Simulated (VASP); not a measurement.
Set up this calculation in VASP 6.6.1, as the native input.

| Property | Result |
| --- | --- |
| Task | relaxation of cell and atoms |
| Functional | PBEsol |
| Potentials or basis | VASP PAW PBE potentials, release 64 (Na_pv) |
| Cutoff | 600 eV |
| k mesh | 9 × 9 × 9 |
| Occupations | fermi-dirac, width 0.05 eV |
| Spin | no spin polarisation |
| Target pressure | 5 GPa |
| Dipole correction | no |
| Further INCAR settings | ALGO = Normal; EDIFF = 1e-06; IBRION = 2; EDIFFG = -0.01; NSW = 60; ISIF = 3 |

The structure of Na lies in POSCAR:

```
Na
1.0
   -2.1410000000      2.1410000000      2.1410000000
    2.1410000000     -2.1410000000      2.1410000000
    2.1410000000      2.1410000000     -2.1410000000
Na
1
Direct
    0.0000000000      0.0000000000      0.0000000000
```

The input as run:

INCAR

```
ALGO = Normal ; EDIFF = 1E-6
EDIFFG = -0.01 ; ENCUT = 600
GGA = PS ; IBRION = 2
ISIF = 3 ; ISMEAR = -1
LASPH = True ; LCHARG = False
LREAL = False ; LWAVE = False
NELM = 60 ; NSW = 60
PREC = Accurate ; PSTRESS = 50.0
SIGMA = 0.05
```

KPOINTS

```
k-points
0
Gamma
  9 9 9
```

Potentials or basis: VASP PAW PBE potentials, release 64 (Na_pv).

The run is started by

```sh
$ cat potpaw_PBE.64/Na_pv/POTCAR > POTCAR
$ mpirun -np 1 vasp_std > vasp.out
```

It gave:

```
Relaxed volume                                         : 25.82 Å³/atom
Relaxed cell                                           : a = 3.225 Å, b = 3.225 Å, c = 3.225 Å, α = 109.47°, β = 109.47°, γ = 109.47°
Space group after relaxing (to 0.05 Å)                 : Im-3m (No. 229)
Energy change on relaxing (the enthalpy is what falls) : +117.4 meV/atom
Ionic steps                                            : 6
Pressure after relaxing                                : 5.0 GPa
```

Caveat: the cell is relaxed towards a set pressure, so the enthalpy falls and the energy may rise; the volume moved by over 15 % at a fixed basis, so the end points are rough; the PAW data sets were made with another functional, which shifts forces and pressure a little.

Wall time 41 s on 1 thread of Intel(R) Xeon(R) Platinum 8259CL CPU @ 2.50GHz (Skylake/Cascade Lake), with other jobs on the host, peak memory 0.16 GiB.
